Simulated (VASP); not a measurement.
## ZnCu: single point with PBEsol

Crystal: ZnCu.

```
Zn Cu
1.0
     2.94500    0.00000    0.00000
     0.00000    2.94500    0.00000
     0.00000    0.00000    2.94500
Zn Cu
1 1
Direct
  0.50000 0.50000 0.50000
  0.99755 0.99755 0.99755
```

This cell differs from its parent crystal: all Cu atoms moved +0.013 Å, as atom 2 towards its neighbour atom 1 (Zn) at 2.550 Å.

```yaml
Program: VASP 6.6.1
Task: single point
Functional: PBEsol
Potentials_or_basis: VASP PAW PBE potentials, release 64 (Zn, Cu)
Cutoff: 520 eV
k_mesh: 16 × 16 × 16
Occupations: gaussian, width 0.15 eV
Spin: no spin polarisation
```

```
Pressure               : -3.8 GPa
Largest force          : 0.056 eV/Å
Band gap on the k mesh : zero (an odd number of electrons rules out a gap without spin polarisation)
```

Forces on the atoms (eV/Å):
```
Zn  -0.033 -0.033 -0.033
Cu   0.033  0.033  0.033
```

Levels at points of the mesh, in eV from the Fermi level:
```tsv
k point	band 8	band 9	band 10	band 11	band 12	band 13	band 14	band 15	band 16	band 17
(0.00, 0.00, 0.00)	-3.56	-2.72	-2.72	-2.72	6.21	6.21	6.21	11.27	11.27	12.27
(0.50, 0.00, 0.00)	-3.68	-3.27	-3.27	-2.79	-1.99	11.69	11.69	12.32	12.32	13.47
(0.50, 0.50, 0.00)	-2.87	-2.87	-2.48	-1.90	-1.90	1.76	2.10	13.90	15.52	15.52
(0.50, 0.50, 0.50)	-4.29	-2.46	-2.46	3.84	4.32	4.33	4.33	4.52	4.52	4.53
```

Run time: 110 s on 1 thread of AMD EPYC 9R45 96-Core Processor (Zen 5) (shared host), peak memory 0.28 GiB.

Caveat: the cell differs from its parent crystal (all Cu atoms moved +0.013 Å, as atom 2 towards its neighbour atom 1 (Zn) at 2.550 Å); the cell stands under tension; the PAW data sets were made with another functional, which shifts forces and pressure a little.
